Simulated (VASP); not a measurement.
Wanted: the native input for a VASP 6.6.1 run.

| Quantity | Value |
| --- | --- |
| Task | single point |
| Functional | PBE |
| Potentials or basis | VASP PAW PBE potentials, release 64 (Cu, O) |
| Cutoff | 520 eV |
| k mesh | 8 × 8 × 4 |
| Occupations | gaussian, width 0.1 eV |
| Spin | no spin polarisation |
| Dipole correction | no |
| Further INCAR settings | ALGO = Normal; EDIFF = 1e-06; NBANDS = 25 |

The structure of CuO lies in POSCAR:

```
CuO
1.0
    2.1091142240     -2.0487078643      0.1682943099
    2.1091142240      2.0487078643      0.1682943099
   -0.4109454641      0.0000000000      5.1402591225
Cu O
2 2
Direct
   -0.0057467471      0.4942521366      0.0018493546
    0.4942521366     -0.0057467471      0.5018493546
    0.4943481869      0.4941464236      0.2518506454
    0.4941464236      0.4943481869      0.7518506454
```

These files were run (other wordings do the same):

INCAR

```
SYSTEM = CuO
ALGO = Normal
EDIFF = 1E-6
ENCUT = 520
GGA = PE
ISIF = 2
ISMEAR = 0
LASPH = .True.
LCHARG = .False.
LREAL = .False.
LWAVE = .False.
NBANDS = 25
NELM = 100
PREC = Accurate
SIGMA = 0.1
```

KPOINTS

```
k-points
0
Gamma
  8 8 4
  0 0 0
```

Potentials or basis: VASP PAW PBE potentials, release 64 (Cu, O).

Run with:

```console
$ cat potpaw_PBE.64/Cu/POTCAR potpaw_PBE.64/O/POTCAR > POTCAR
$ mpirun -np 1 vasp_std > vasp.out
```

Results of the run:

```json
{"Pressure": "0.8 GPa", "Band gap on the k mesh": "zero (bands 17 and 18 overlap by 1.14 eV)"}
```

Caveat: semilocal functionals often make such compounds metallic where correlation or magnetic order opens a gap, which also shifts bond lengths.

Wall time 56 s on 1 thread of Intel(R) Xeon(R) Platinum 8488C (Sapphire Rapids), on a shared host, peak memory 0.2 GiB.
